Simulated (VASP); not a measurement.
# ZnSiP2: single point with PBE

ZnSiP2:

```
Zn P Si
1.0
    -2.68850    2.68850    5.23384
     2.68850   -2.68850    5.23384
     2.68850    2.68850   -5.23384
Zn P Si
2 4 2
Direct
  0.00000 0.00000 0.00000
  0.75000 0.25000 0.50000
  0.37500 0.39183 0.51683
  0.14183 0.62500 0.01683
  0.87500 0.85817 0.48317
  0.60817 0.12500 0.98317
  0.50000 0.50000 0.00000
  0.25000 0.75000 0.50000
```

| Quantity | Value |
| --- | --- |
| Program | VASP 6.6.1 |
| Task | single point |
| Functional | PBE |
| Potentials or basis | VASP PAW PBE potentials, release 64 (Zn, P, Si) |
| Cutoff | 500 eV |
| k mesh | 4 × 4 × 4 |
| Occupations | gaussian, width 0.01 eV |
| Spin | no spin polarisation |

* Pressure: 2.0 GPa
* Largest force: 0.019 eV/Å
* Band gap on the k mesh: 1.31 eV

Forces in eV/Å, atoms in the order of the input:
```
Zn   0.000  0.000  0.000
Zn   0.000  0.000  0.000
P    0.019  0.000  0.000
P    0.000  0.019  0.000
P   -0.019  0.000  0.000
P    0.000 -0.019  0.000
Si   0.000  0.000  0.000
Si   0.000  0.000  0.000
```

Stress tensor (GPa, compression positive):
```
2.01 0.00 0.00
0.00 2.01 0.00
0.00 0.00 1.92
```

Levels at points of the mesh, in eV from the valence-band top:
```tsv
k point	band 24	band 25	band 26	band 27	band 28	band 29
(0.00, 0.00, 0.00)	-0.13	-0.13	0.00	1.31	1.90	2.62
(0.50, 0.00, 0.00)	-1.75	-1.45	-0.79	2.75	2.88	2.98
(0.50, 0.50, 0.00)	-1.04	-0.55	-0.55	1.99	1.99	3.16
(0.50, 0.50, 0.50)	-1.89	-1.12	-1.12	1.52	1.52	1.71
```

Run time: 44 s on 1 thread of Intel(R) Xeon(R) 6975P-C (Granite Rapids) (shared host), peak memory 0.34 GiB.

A k mesh can miss the band edges.
